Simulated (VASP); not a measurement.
# Ga2N (F-43m) in VASP: notebook, part 3 of 3

VASP 6.6.1.

## 4. Relaxation of cell and atoms, PBE

INCAR

```
PREC = Accurate
ENCUT = 600
EDIFF = 1E-6
ISMEAR = 0
SIGMA = 0.1
LREAL = False
LASPH = True
NELM = 60
ALGO = Normal
ISIF = 3
LWAVE = False
LCHARG = False
GGA = PE
IBRION = 2
NSW = 90
EDIFFG = -0.04
```

KPOINTS

```
Automatic mesh
0
Gamma
  6 6 6
```

POSCAR

```
Ga2N
1.0
    0.0000000000      2.8862665500      2.8862665500
    2.8862665500      0.0000000000      2.8862665500
    2.8862665500      2.8862665500      0.0000000000
Ga N
2 1
Direct
    0.5000000000      0.5000000000      0.5000000000
    0.7500000000      0.7500000000      0.7500000000
    0.0000000000      0.0000000000      0.0000000000
```

Potentials or basis: VASP PAW PBE potentials, release 64 (Ga_d, N).

On the command line:

```console
$ cat potpaw_PBE.64/Ga_d/POTCAR potpaw_PBE.64/N/POTCAR > POTCAR
$ mpirun -np 1 vasp_std > vasp.out
```

OUTCAR:

```text
PREC = Accurate
   ENCUT = 600
   EDIFF = 1E-6
   ISMEAR = 0
   LREAL = False
   LASPH = True
   NELM = 60
   ISIF = 3
   GGA = PE
   IBRION = 2
   NSW = 90
   EDIFFG = -0.04

 ion  position               nearest neighbor table
   1  0.500  0.500  0.500-   2 2.50   2 2.50   2 2.50   2 2.50
   2  0.750  0.750  0.750-   1 2.50   1 2.50   1 2.50   1 2.50
   3  0.000  0.000  0.000-

  LATTYP: Found a face centered cubic cell.
 ALAT       =     5.7725331000

  Lattice vectors:

[... 581 lines left out ...]
  FORCE on cell =-STRESS in cart. coord.  units (eV):
  Direction    XX          YY          ZZ          XY          YZ          ZX
  --------------------------------------------------------------------------------------
  -------------------------------------------------------------------------------------
  Total        0.0193261      0.0193261      0.0193261      0.0000000      0.0000000      0.0000000
  in kB        0.6492417      0.6492417      0.6492417      0.0000000      0.0000000      0.0000000
  external PRESSURE =       0.6492417 kB  Pullay stress =       0.0000000 kB

 VOLUME and BASIS-vectors are now :
 -----------------------------------------------------------------------------
  energy-cutoff  :      600.00
  volume of cell :       47.69
      direct lattice vectors                 reciprocal lattice vectors
    -0.000000000  2.878320810  2.878320810    -0.173712394  0.173712394  0.173712394
     2.878320810  0.000000000  2.878320810     0.173712394 -0.173712394  0.173712394
     2.878320810  2.878320810  0.000000000     0.173712394  0.173712394 -0.173712394

 POSITION                                       TOTAL-FORCE (eV/Angst)
 -----------------------------------------------------------------------------------
      2.87832      2.87832      2.87832         0.000000      0.000000     -0.000000
      4.31748      4.31748      4.31748        -0.000000     -0.000000      0.000000
     -0.00000      2.87832      2.87832        -0.000000      0.000000      0.000000
 -----------------------------------------------------------------------------------
    total drift:                                0.000000      0.000000      0.000000

  FREE ENERGIE OF THE ION-ELECTRON SYSTEM (eV)
  ---------------------------------------------------
  free  energy   TOTEN  =       -11.0266732774 eV

  energy  without entropy=      -11.0146046395  energy(sigma->0) =      -11.02063896

 reached required accuracy - stopping structural energy minimisation
```

CONTCAR:

```text
Ga2N
   1.00000000000000
    -0.0000000000000000    2.8783208102891646    2.8783208102891646
     2.8783208102891646    0.0000000000000000    2.8783208102891646
     2.8783208102891646    2.8783208102891646    0.0000000000000000
  Ga              N
     2     1
Direct
     0.5000000000000000    0.5000000000000000    0.5000000000000000
     0.7500000000000000    0.7500000000000000    0.7500000000000000
     1.0000000000000000    0.0000000000000000    0.0000000000000000

  0.00000000E+00  0.00000000E+00  0.00000000E+00
  0.00000000E+00  0.00000000E+00  0.00000000E+00
  0.00000000E+00  0.00000000E+00  0.00000000E+00
```

It took 16 s on 1 thread of Intel Xeon 6975P-C (Granite Rapids), shared host; peak memory 0.21 GiB.

Results:

* Free energy: -11.0267 eV
* Relaxed volume: 15.90 Å³/atom
* Relaxed cell: a = 4.071 Å, b = 4.071 Å, c = 4.071 Å, α = 60.00°, β = 60.00°, γ = 60.00°
* Space group after relaxing (to 0.05 Å): F-43m (No. 216)
* Energy gained by relaxing: 0.3 meV/atom
* Ionic steps: 2
* Pressure after relaxing: 0.1 GPa

The path:
| step | energy change (eV) | largest force (eV/Å) | pressure (GPa) | volume (Å³) |
| --- | --- | --- | --- | --- |
| 1 | 0.0000 | 0.0000 | -0.57 | 48.09 |
| 2 | -0.0008 | 0.0000 | 0.06 | 47.69 |

Final structure:
```
Ga N
1.0
     0.00000    2.87832    2.87832
     2.87832    0.00000    2.87832
     2.87832    2.87832    0.00000
Ga N
2 1
Direct
  0.50000 0.50000 0.50000
  0.75000 0.75000 0.75000
  0.00000 0.00000 0.00000
```

## 5. Single point, PBE, collinear spin, ferromagnetic start

This run uses another cell than the first one, of 15.91 Å³/atom, 0.993 times its volume.

INCAR

```
SYSTEM = Ga2N
PREC = Accurate
ENCUT = 520
EDIFF = 1E-7
ISMEAR = 0
SIGMA = 0.1
LREAL = .FALSE.
LASPH = .TRUE.
NELM = 150
ALGO = Normal
ISIF = 2
LWAVE = .FALSE.
LCHARG = .FALSE.
ISPIN = 2
MAGMOM = 0 0 1
LORBIT = 11
GGA = PE
NBANDS = 26
```

KPOINTS

```
regular mesh
0
G
  6 6 6
  0 0 0
```

POSCAR

```
Ga2N
1.0
    0.0000000000      2.8792501963      2.8792501963
    2.8792501963      0.0000000000      2.8792501963
    2.8792501963      2.8792501963      0.0000000000
Ga N
2 1
Direct
    0.5000000000      0.5000000000      0.5000000000
    0.2500000000      0.2500000000      0.2500000000
    0.0000000000      0.0000000000      0.0000000000
```

On the command line:

```console
$ cat potpaw_PBE.64/Ga_d/POTCAR potpaw_PBE.64/N/POTCAR > POTCAR
$ mpirun -np 1 vasp_std > vasp.out
```

Wall time 23 s (1 thread of Intel Xeon 6975P-C (Granite Rapids), shared host); peak memory 0.19 GiB.

The run converged. Its results:

| Quantity | Value |
| --- | --- |
| Free energy | -11.0253 eV |
| Pressure | 0.0 GPa |
| Net moment | 0.00 μB per cell |
| Valence electrons inside the program's atomic spheres | Ga 11.62, 11.58; N 3.40 |

Levels at points of the mesh, in eV from the Fermi level:
Spin up:
```tsv
k point	band 12	band 13	band 14	band 15	band 16	band 17	band 18	band 19
(0.00, 0.00, 0.00)	-6.92	-1.72	-1.72	-1.72	2.55	2.55	2.55	4.02
(0.50, 0.00, 0.00)	-8.21	-3.26	-2.08	-2.08	0.34	1.41	1.41	5.03
(0.50, 0.50, 0.00)	-6.98	-5.28	-3.59	-3.59	0.54	3.31	3.31	4.02
```
Spin down:
```tsv
k point	band 11	band 12	band 13	band 14	band 15	band 16	band 17	band 18	band 19	band 20
(0.00, 0.00, 0.00)	-14.10	-6.92	-1.72	-1.72	-1.72	2.55	2.55	2.55	4.02	5.87
(0.50, 0.00, 0.00)	-13.05	-8.21	-3.26	-2.08	-2.08	0.34	1.41	1.41	5.03	8.23
(0.50, 0.50, 0.00)	-12.74	-6.98	-5.28	-3.59	-3.59	0.54	3.31	3.31	4.02	7.74
```

## 6. Single point, PBE, collinear spin, ferromagnetic start

Edit INCAR of step 5 so:

```diff
@@ -3,3 +3,3 @@
 ENCUT = 520
-EDIFF = 1E-7
+EDIFF = 1E-6
 ISMEAR = 0
```

KPOINTS is that of step 5.

POSCAR

```
Ga2N
1.0
    0.0000000000      2.8862665500      2.8862665500
    2.8862665500      0.0000000000      2.8862665500
    2.8862665500      2.8862665500      0.0000000000
Ga N
2 1
Direct
    0.5000000000      0.5000000000      0.5000000000
    0.7500000000      0.7500000000      0.7500000000
    0.0000000000      0.0000000000      0.0000000000
```

Potentials or basis: VASP PAW PBE potentials, release 64 (Ga_d, N).

On the command line:

```console
$ cat potpaw_PBE.64/Ga_d/POTCAR potpaw_PBE.64/N/POTCAR > POTCAR
$ mpirun -np 1 vasp_std > vasp.out
```

Run time: 22 s. Hardware: 1 thread of Intel Xeon 6975P-C (Granite Rapids), shared host; peak memory 0.2 GiB.

Results (log left out):

```yaml
Free_energy: -11.0248 eV
Pressure: -0.5 GPa
Net_moment: 0.00 μB per cell
Valence_electrons_inside_the_program's_atomic_spheres: Ga 11.61, 11.57; N 3.40
```

Levels at points of the mesh, in eV from the Fermi level:
Spin up:
| k point | band 12 | band 13 | band 14 | band 15 | band 16 | band 17 | band 18 | band 19 |
| --- | --- | --- | --- | --- | --- | --- | --- | --- |
| (0.00, 0.00, 0.00) | -6.91 | -1.69 | -1.69 | -1.69 | 2.55 | 2.55 | 2.55 | 3.95 |
| (0.50, 0.00, 0.00) | -8.17 | -3.26 | -2.05 | -2.05 | 0.33 | 1.42 | 1.42 | 4.99 |
| (0.50, 0.50, 0.00) | -6.93 | -5.26 | -3.55 | -3.55 | 0.54 | 3.30 | 3.30 | 4.02 |
Spin down:
| k point | band 12 | band 13 | band 14 | band 15 | band 16 | band 17 | band 18 | band 19 |
| --- | --- | --- | --- | --- | --- | --- | --- | --- |
| (0.00, 0.00, 0.00) | -6.91 | -1.69 | -1.69 | -1.69 | 2.55 | 2.55 | 2.55 | 3.95 |
| (0.50, 0.00, 0.00) | -8.17 | -3.26 | -2.05 | -2.05 | 0.33 | 1.42 | 1.42 | 4.99 |
| (0.50, 0.50, 0.00) | -6.93 | -5.26 | -3.55 | -3.55 | 0.54 | 3.30 | 3.30 | 4.02 |

## 7. Overview

| task | spin | cell | cutoff (eV) | gap on the mesh (eV) | pressure (GPa) | moment (μB) |
| --- | --- | --- | --- | --- | --- | --- |
| single point | off | a = 4.082 Å, angles 60.0°, 3 atoms | 520 | none | -0.5 | - |
| single point | off | a = 4.072 Å, angles 60.0°, 3 atoms | 520 | none | 0.0 | - |
| relaxation of cell and atoms | off | relaxed from a = 4.082 Å, angles 60.0°, 3 atoms | 600 | none | 0.1 | - |
| single point | collinear, ferromagnetic start | a = 4.072 Å, angles 60.0°, 3 atoms | 520 | none | 0.0 | 0.00 |
| single point | collinear, ferromagnetic start | a = 4.082 Å, angles 60.0°, 3 atoms | 520 | none | -0.5 | 0.00 |

Alike in all rows: level PBE; potentials or basis VASP PAW PBE potentials, release 64 (Ga_d, N); k mesh 6 × 6 × 6; smearing gaussian 0.1 eV.

Absolute energies hang on the potentials; compare differences alone.
